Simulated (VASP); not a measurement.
# Ti (P6_3/mmc) in VASP: further runs, part 2 of 2

VASP 6.6.1. The steps go on from the part before.

## (4) Single point, BLYP+D3(BJ)

This run uses another cell than the first one, of 15.63 Å³/atom, 0.886 times its volume.

File INCAR:

```
PREC = Accurate
ENCUT = 520
EDIFF = 1E-7
ISMEAR = -1
SIGMA = 0.05
LREAL = False
LASPH = True
NELM = 60
ALGO = Normal
ISIF = 2
LWAVE = False
LCHARG = True
GGA = B5
ALDAX = 1.0
AGGAX = 1.0
AGGAC = 1.0
ALDAC = 0.0
IVDW = 12
VDW_S6 = 1.0
VDW_S8 = 2.6996
VDW_A1 = 0.4298
VDW_A2 = 4.2359
LELF = True
LVHAR = True
NBANDS = 19
```

File KPOINTS:

```
Automatic mesh
0
Gamma
  10 10 6
```

File POSCAR:

```
Ti
1.0
    2.8354571800      0.0000000000      0.0000000000
   -1.4177285900      2.4555779492      0.0000000000
    0.0000000000      0.0000000000      4.4888850592
Ti
2
Direct
    0.6666666667      0.3333333333      0.7500000000
    0.3333333333      0.6666666667      0.2500000000
```

Potentials or basis: VASP PAW PBE potentials, release 64 (Ti_sv).

Command:

```console
> cat potpaw_PBE.64/Ti_sv/POTCAR > POTCAR
> mpirun -np 1 vasp_std > vasp.out
```

OUTCAR:

```text
PREC = Accurate
   ENCUT = 520
   EDIFF = 1E-7
   ISMEAR = -1
   LREAL = False
   LASPH = True
   NELM = 60
   ISIF = 2
   GGA = B5
   IVDW = 12
 IVDW          = 12

 ion  position               nearest neighbor table
   1  0.667  0.333  0.750-   2 2.78   2 2.78   2 2.78   2 2.78   2 2.78   2 2.78
   2  0.333  0.667  0.250-   1 2.78   1 2.78   1 2.78   1 2.78   1 2.78   1 2.78

  LATTYP: Found a hexagonal cell.
 ALAT       =     2.8354571800
 C/A-ratio  =     1.5831256740

[... 718 lines left out ...]

------------------------ aborting loop because EDIFF is reached ----------------------------------------

 Edisp (eV)   -3.18036

 E8    (eV) :    -2.4295

  FORCE on cell =-STRESS in cart. coord.  units (eV):
  Direction    XX          YY          ZZ          XY          YZ          ZX
  --------------------------------------------------------------------------------------
  -------------------------------------------------------------------------------------
  Total      -0.05188    -0.05188    -0.04362     0.00000    -0.00000    -0.00000
  in kB      -2.65945    -2.65945    -2.23599     0.00000    -0.00000    -0.00000
  external pressure =       -2.52 kB  Pullay stress =        0.00 kB

 VOLUME and BASIS-vectors are now :
 -----------------------------------------------------------------------------
  energy-cutoff  :      520.00
  volume of cell :       31.25
      direct lattice vectors                 reciprocal lattice vectors
     2.835457180  0.000000000  0.000000000     0.352676812  0.203618053  0.000000000
    -1.417728590  2.455577949  0.000000000     0.000000000  0.407236105  0.000000000
     0.000000000  0.000000000  4.488885059     0.000000000  0.000000000  0.222772467

 POSITION                                       TOTAL-FORCE (eV/Angst)
 -----------------------------------------------------------------------------------
      1.41773      0.81853      3.36666         0.000000      0.000000      0.000000
     -0.00000      1.63705      1.12222         0.000000     -0.000000      0.000000
 -----------------------------------------------------------------------------------
    total drift:                               -0.000000      0.000000     -0.000000

  FREE ENERGIE OF THE ION-ELECTRON SYSTEM (eV)
  ---------------------------------------------------
  free  energy   TOTEN  =       -16.5189390520 eV

  energy  without entropy=      -16.5022891310  energy(sigma->0) =      -16.51061409
```

OSZICAR:

```text
N       E                     dE             d eps       ncg     rms          rms(c)
DAV:   1     0.267228576855E+03    0.26723E+03   -0.13141E+04  2136   0.162E+03
DAV:   2     0.153718765099E+02   -0.25186E+03   -0.24763E+03  2197   0.445E+02
DAV:   3    -0.134477572765E+02   -0.28820E+02   -0.28397E+02  3894   0.123E+02
DAV:   4    -0.146504256951E+02   -0.12027E+01   -0.11963E+01  2430   0.257E+01
DAV:   5    -0.147023922675E+02   -0.51967E-01   -0.51963E-01  3066   0.398E+00    0.127E+01
DAV:   6    -0.133025080440E+02    0.13999E+01   -0.50358E+00  2456   0.233E+01    0.368E+00
DAV:   7    -0.133112319645E+02   -0.87239E-02   -0.53453E-01  3172   0.563E+00    0.206E+00
DAV:   8    -0.133448065256E+02   -0.33575E-01   -0.20188E-01  2237   0.512E+00    0.843E-01
DAV:   9    -0.133383089028E+02    0.64976E-02   -0.35490E-02  2439   0.213E+00    0.664E-02
DAV:  10    -0.133386151576E+02   -0.30625E-03   -0.23087E-03  3049   0.323E-01    0.549E-02
DAV:  11    -0.133385956358E+02    0.19522E-04   -0.96723E-05  2725   0.686E-02    0.186E-02
DAV:  12    -0.133385840600E+02    0.11576E-04   -0.83106E-06  2566   0.245E-02    0.256E-03
DAV:  13    -0.133385827199E+02    0.13401E-05   -0.55012E-07  2463   0.884E-03    0.147E-03
DAV:  14    -0.133385838321E+02   -0.11122E-05   -0.87426E-08  1423   0.268E-03    0.776E-04
DAV:  15    -0.133385839496E+02   -0.11754E-06   -0.20812E-08  1112   0.102E-03    0.158E-04
DAV:  16    -0.133385839333E+02    0.16301E-07   -0.79399E-09  1094   0.637E-04
   1 F= -.16518939E+02 E0= -.16510614E+02  d E =-.166499E-01
```

Run time: 34 s. Hardware: 1 thread of Intel Xeon Platinum 8488C (Sapphire Rapids), shared host; peak memory 0.17 GiB.

Results:

| Quantity | Value |
| --- | --- |
| Free energy | -16.5189 eV |
| Pressure | -0.3 GPa |
| Band gap on the k mesh | zero (band 12 reaches 10.73 eV, above the bottom of band 13 at 9.79 eV) |
| Dispersion energy per atom | -1.590 eV |

Caveat: the PAW data sets were made with another functional, which shifts forces and pressure a little; pairwise dispersion overbinds metals, which lowers pressure and volume.

## (5) Single point, PBEsol

This run uses another cell than the first one, of 16.73 Å³/atom, 0.948 times its volume.

File INCAR:

```
PREC     = Accurate       # precision mode
ENCUT    = 520            # plane-wave cutoff, eV
EDIFF    = 1E-6           # SCF threshold, eV
ISMEAR   = -1             # smearing method
SIGMA    = 0.05           # smearing width, eV
LREAL    = False          # projectors in reciprocal space
LASPH    = True           # aspherical terms in the spheres
NELM     = 60             # most SCF steps
ALGO     = Normal         # electronic algorithm
ISIF     = 2              # what is computed and relaxed
LWAVE    = False          # write WAVECAR
LCHARG   = True           # write CHGCAR
GGA      = PS             # functional
LELF     = True           # ELF
LVHAR    = True         
NBANDS   = 19             # bands
```

File KPOINTS:

```
regular mesh
0
Gamma
  10 10 6
```

File POSCAR:

```
Ti
1.0
    2.9042717749      0.0000000000      0.0000000000
   -1.4521358874      2.5151731365      0.0000000000
    0.0000000000      0.0000000000      4.5794887074
Ti
2
Direct
    0.6666666667      0.3333333333      0.7500000000
    0.3333333333      0.6666666667      0.2500000000
```

Command:

```console
> cat potpaw_PBE.64/Ti_sv/POTCAR > POTCAR
> mpirun -np 1 vasp_std > vasp.out
```

Wall time 23 s (1 thread of Intel Xeon Platinum 8488C (Sapphire Rapids), shared host); peak memory 0.16 GiB.

Results (log left out):

| Item | Value |
| --- | --- |
| Free energy | -16.6853 eV |
| Pressure | -0.3 GPa |
| Band gap on the k mesh | zero (band 12 reaches 9.40 eV, above the bottom of band 13 at 8.41 eV) |

Levels at points of the mesh, in eV from the Fermi level:
```tsv
k point	band 8	band 9	band 10	band 11	band 12	band 13	band 14	band 15	band 16	band 17
(0.00, 0.00, 0.00)	-32.45	-6.29	-2.78	0.80	0.80	0.94	0.96	1.33	1.33	1.67
(0.50, 0.00, 0.00)	-32.53	-2.40	-2.27	-1.94	-0.59	0.46	0.68	1.26	3.51	3.76
(0.00, 0.00, 0.50)	-32.51	-4.37	-4.37	0.11	0.11	0.69	0.69	0.69	0.69	2.95
(0.50, 0.00, 0.50)	-32.63	-2.65	-2.65	-0.84	-0.84	1.44	1.44	1.79	1.79	3.66
```

Caveat: the PAW data sets were made with another functional, which shifts forces and pressure a little.

## (6) Overview

```tsv
task	level	cell	cutoff (eV)	gap on the mesh (eV)	pressure (GPa)	relaxed volume (Å³/atom)
relaxation of cell and atoms	revPBE+D4	relaxed from a = 2.950, b = 2.950, c = 4.680 Å, angles 90.0, 90.0, 120.0°, 2 atoms	600	none	0.0	17.27
relaxation of cell and atoms	RPBE+D4	relaxed from a = 2.950, b = 2.950, c = 4.680 Å, angles 90.0, 90.0, 120.0°, 2 atoms	600	none	0.0	17.33
single point	BLYP+D3(BJ)	a = 2.835, b = 2.835, c = 4.489 Å, angles 90.0, 90.0, 120.0°, 2 atoms	520	none	-0.3	-
single point	PBEsol	a = 2.904, b = 2.904, c = 4.579 Å, angles 90.0, 90.0, 120.0°, 2 atoms	520	none	-0.3	-
```

Alike in all rows: potentials or basis VASP PAW PBE potentials, release 64 (Ti_sv); no spin polarisation; k mesh 10 × 10 × 6; smearing fermi-dirac 0.05 eV.

Caveats: the PAW data sets were made with another functional, which shifts forces and pressure a little; pairwise dispersion overbinds metals, which lowers pressure and volume (some runs).

Total energies depend on the potentials used, so only differences within one code and one set of settings carry meaning.
